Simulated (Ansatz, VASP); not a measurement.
Given: the input of a run of Ansatz 0.2.0 on Tc.

input.yaml

```yaml
crystal:
  lattice:
    - [2.7760567665, 0.0, 0.0]
    - [-1.3880283832, 2.4041356821, 0.0]
    - [0.0, 0.0, 4.455875058]
  atoms:
    - { symbol: Tc, position: [0.6666666667, 0.3333333333, 0.75] }
    - { symbol: Tc, position: [0.3333333333, 0.6666666667, 0.25] }
hamiltonian:
  xc: r2scan
  pseudopotentials: { kind: paw }
kpoints:
  mp_grid: { grid: [11, 11, 6] }
scf:
  occupations: { method: fermi_dirac, width: 0.05 }
output:
  forces: true
  stress: true
  eigenvalues: true
```

Potentials or basis: Ansatz PAW earlier set.

Command:

```console
$ ansatz run input.yaml --threads 2 --pin off --max-ram 5632MiB --backend cpu --events-out ev --progress --plain --runs-dir out
```

**Question.** Set up the same calculation for VASP 6.6.1. Potentials there: VASP PAW PBE potentials, release 64 (Tc_sv).

**Answer.** As run (the cutoff follows the program's own potentials):

Contents of POSCAR:

```
Tc
1.0
    2.7760567665      0.0000000000      0.0000000000
   -1.3880283832      2.4041356821      0.0000000000
    0.0000000000      0.0000000000      4.4558750580
Tc
2
Direct
    0.6666666667      0.3333333333      0.7500000000
    0.3333333333      0.6666666667      0.2500000000
```

INCAR.step1

```
  PREC = Accurate
  ENCUT = 620
  ISMEAR = -1
  SIGMA = 0.05
  LREAL = F
  LASPH = T
  NELM = 120
  NBANDS = 22
  GGA = PE
  ALGO = Normal
  EDIFF = 1E-5
  LWAVE = T
  LCHARG = F
  GGA_COMPAT = F
```

File INCAR.step2:

```
  PREC = Accurate
  ENCUT = 620
  EDIFF = 1E-6
  ISMEAR = -1
  SIGMA = 0.05
  LREAL = F
  LASPH = T
  NELM = 120
  ALGO = Normal
  ISIF = 2
  LWAVE = F
  LCHARG = F
  METAGGA = R2SCAN
  LMIXTAU = T
  NBANDS = 22
  ISTART = 1
  GGA_COMPAT = F
```

The input KPOINTS:

```
Automatic mesh
0
Gamma
  11 11 6
```

Potentials or basis: VASP PAW PBE potentials, release 64 (Tc_sv).

Command:

```bash
$ cat potpaw_PBE.64/Tc_sv/POTCAR > POTCAR
$ cp INCAR.step1 INCAR
$ mpirun -np 1 vasp_std > vasp.out
$ cp INCAR.step2 INCAR
$ mpirun -np 1 vasp_std > vasp.out
```

Both were run:

|  | VASP | Ansatz | Ansatz less VASP |
| --- | --- | --- | --- |
| gap on the k mesh at the Fermi level (eV) | none | none | - |
| pressure (GPa) | -13.2 | -13.3 | -0.09 |
| traceless stress, the component that is largest in VASP (GPa) | 0.10 | 0.14 | +0.034 |

VASP's potentials were made for PBE, not for r2SCAN. A gap of «none» marks a metal or a gap that the smearing closes.
